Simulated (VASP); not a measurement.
Set up this calculation in VASP 6.6.1, as the native input.

```
Task                   : single point
Functional             : BLYP
Potentials or basis    : VASP PAW PBE potentials, release 64 (Mo_sv)
Cutoff                 : 520 eV
k mesh                 : 8 × 8 × 8
Occupations            : fermi-dirac, width 0.05 eV
Spin                   : non-collinear spin, zero start, spin-orbit coupling
Starting moments       : [[0.0, 0.0, 0.0]] μB
Dipole correction      : no
Further INCAR settings : ALGO = Fast; EDIFF = 1e-06; NBANDS = 25
```

The structure of Mo lies in POSCAR:

```
Mo
1.0
    0.0000000000      2.0014761026      2.0014761026
    2.0014761026      0.0000000000      2.0014761026
    2.0014761026      2.0014761026      0.0000000000
Mo
1
Direct
    0.0000000000      0.0000000000      0.0000000000
```

This cell differs from its parent crystal: volume scaled by 0.98.

These files were run (other wordings do the same):

INCAR

```
PREC = Accurate
ENCUT = 520
EDIFF = 1E-6
ISMEAR = -1
SIGMA = 0.05
LREAL = False
LASPH = True
NELM = 150
ALGO = Fast
ISIF = 2
LWAVE = False
LCHARG = False
MAGMOM = 0 0 0
LORBIT = 11
LSORBIT = True
GGA_COMPAT = False
LORBMOM = True
LMAXMIX = 4
GGA = B5
ALDAX = 1.0
AGGAX = 1.0
AGGAC = 1.0
ALDAC = 0.0
NBANDS = 25
```

KPOINTS

```
Automatic mesh
0
Gamma
  8 8 8
```

Potentials or basis: VASP PAW PBE potentials, release 64 (Mo_sv).

Launch:

```console
$ cat potpaw_PBE.64/Mo_sv/POTCAR > POTCAR
$ mpirun -np 1 vasp_ncl > vasp.out
```

It gave:

```
Pressure                                              : 9.5 GPa
Net moment                                            : 0.00 μB per cell
Valence electrons inside the program's atomic spheres : Mo 12.55
```

Caveat: the PAW data sets were made with another functional, which shifts forces and pressure a little.

Run time: 32 s on 1 thread of Intel(R) Xeon(R) Platinum 8259CL CPU @ 2.50GHz (Skylake/Cascade Lake) (shared host), peak memory 0.2 GiB.
